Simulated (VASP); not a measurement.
Wanted: the native input for a VASP 6.6.1 run.

- Task: single point
- Functional: LDA
- Potentials or basis: VASP PAW LDA potentials, release 64 (Al, Pt)
- Cutoff: 520 eV
- k mesh: 12 × 12 × 12
- Occupations: fermi-dirac, width 0.08 eV
- Spin: no spin polarisation
- Dipole correction: no
- Further INCAR settings: ALGO = Normal; EDIFF = 1e-06; NBANDS = 15

The structure of Al2Pt lies in POSCAR:

```
Al2Pt
1.0
    0.0000000000      2.9550000000      2.8959000000
    2.9550000000      0.0000000000      2.8959000000
    2.9550000000      2.9550000000      0.0000000000
Al Pt
2 1
Direct
    0.2500000000      0.2500000000      0.2500000000
    0.7500000000      0.7500000000      0.7500000000
    0.0000000000      0.0000000000      0.0000000000
```

This cell differs from its parent crystal: zz strain of -2 %.

The input as run:

INCAR

```
SYSTEM = Al2Pt
PREC = Accurate ; ENCUT = 520
EDIFF = 1E-6 ; ISMEAR = -1
SIGMA = 0.08 ; LREAL = .FALSE.
LASPH = .TRUE. ; NELM = 80
ALGO = Normal ; ISIF = 2
LWAVE = .FALSE. ; LCHARG = .FALSE.
NBANDS = 15
```

KPOINTS

```
Automatic mesh
0
G
  12 12 12
  0 0 0
```

Potentials or basis: VASP PAW LDA potentials, release 64 (Al, Pt).

Launch:

```sh
$ cat potpaw_LDA.64/Al/POTCAR potpaw_LDA.64/Pt/POTCAR > POTCAR
$ mpirun -np 1 vasp_std > vasp.out
```

It gave:

* Pressure: -0.8 GPa
* Band gap on the k mesh: zero (band 8 reaches 11.74 eV, above the bottom of band 9 at 6.24 eV)

Caveat: the cell differs from its parent crystal (zz strain of -2 %); spin-orbit coupling is left out, which moves the levels of the heavy elements.

It took 42 s on 1 thread of Intel(R) Xeon(R) Platinum 8559C (Emerald Rapids) (shared host), peak memory 0.25 GiB.
